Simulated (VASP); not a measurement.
Set up this calculation in VASP 6.6.1, as the native input.

```yaml
Task: single point
Functional: r2SCAN
Potentials_or_basis: VASP PAW PBE potentials, release 64 (Cs_sv, Br)
Cutoff: 550 eV
k_mesh: 6 × 6 × 6
Occupations: gaussian, width 0.01 eV
Spin: no spin polarisation
Dipole_correction: no
Further_INCAR_settings: ALGO = Normal; EDIFF = 1e-06; NBANDS = 15
```

CsBr:

```xyz
2
Lattice="4.3194 0.0000 0.0000 0.0000 4.3194 0.0000 0.0000 0.0000 4.3194" Properties=species:S:1:pos:R:3 pbc="T T T"
Cs    0.0000    0.0000    0.0000
Br    2.1597    2.1597    2.1597
```

The input as run:

POSCAR

```
CsBr
1.0
    4.3193780653      0.0000000000      0.0000000000
    0.0000000000      4.3193780653      0.0000000000
    0.0000000000      0.0000000000      4.3193780653
Cs Br
1 1
Direct
    0.0000000000      0.0000000000      0.0000000000
    0.5000000000      0.5000000000      0.5000000000
```

INCAR.step1

```
SYSTEM = CsBr
PREC     = Accurate       ! precision mode
ENCUT    = 550            ! plane-wave cutoff, eV
ISMEAR   = 0              ! smearing method
SIGMA    = 0.01           ! smearing width, eV
LREAL    = .False.        ! projectors in reciprocal space
LASPH    = .True.         ! aspherical terms in the spheres
NELM     = 120            ! most SCF steps
NBANDS   = 15             ! bands
GGA      = PE             ! functional
ALGO     = Normal         ! electronic algorithm
EDIFF    = 1E-5           ! SCF threshold, eV
LWAVE    = .True.         ! write WAVECAR
LCHARG   = .False.        ! write CHGCAR
GGA_COMPAT= .False.
```

INCAR.step2

```
SYSTEM = CsBr
PREC     = Accurate       ! precision mode
ENCUT    = 550            ! plane-wave cutoff, eV
EDIFF    = 1E-6           ! SCF threshold, eV
ISMEAR   = 0              ! smearing method
SIGMA    = 0.01           ! smearing width, eV
LREAL    = .False.        ! projectors in reciprocal space
LASPH    = .True.         ! aspherical terms in the spheres
NELM     = 120            ! most SCF steps
ALGO     = Normal         ! electronic algorithm
ISIF     = 2              ! what is computed and relaxed
LWAVE    = .False.        ! write WAVECAR
LCHARG   = .False.        ! write CHGCAR
METAGGA  = R2SCAN         ! meta-GGA
LMIXTAU  = .True.       
NBANDS   = 15             ! bands
ISTART   = 1            
GGA_COMPAT= .False.
```

KPOINTS

```
Automatic mesh
0
Gamma
  6 6 6
  0 0 0
```

Potentials or basis: VASP PAW PBE potentials, release 64 (Cs_sv, Br).

Command:

```sh
$ cat potpaw_PBE.64/Cs_sv/POTCAR potpaw_PBE.64/Br/POTCAR > POTCAR
$ cp INCAR.step1 INCAR
$ mpirun -np 1 vasp_std > vasp.out
$ cp INCAR.step2 INCAR
$ mpirun -np 1 vasp_std > vasp.out
```

Results of the run:

The pressure is 0.1 GPa and the band gap on the k mesh is 5.19 eV, indirect (the least direct gap lies 4.8 meV higher).

Caveat: the PAW data sets were made with another functional, which shifts forces and pressure a little; spin-orbit coupling is left out, which moves the levels of the heavy elements.

It took 39 s on 1 thread of Intel(R) Xeon(R) 6975P-C (Granite Rapids), with other jobs on the host, peak memory 0.22 GiB.
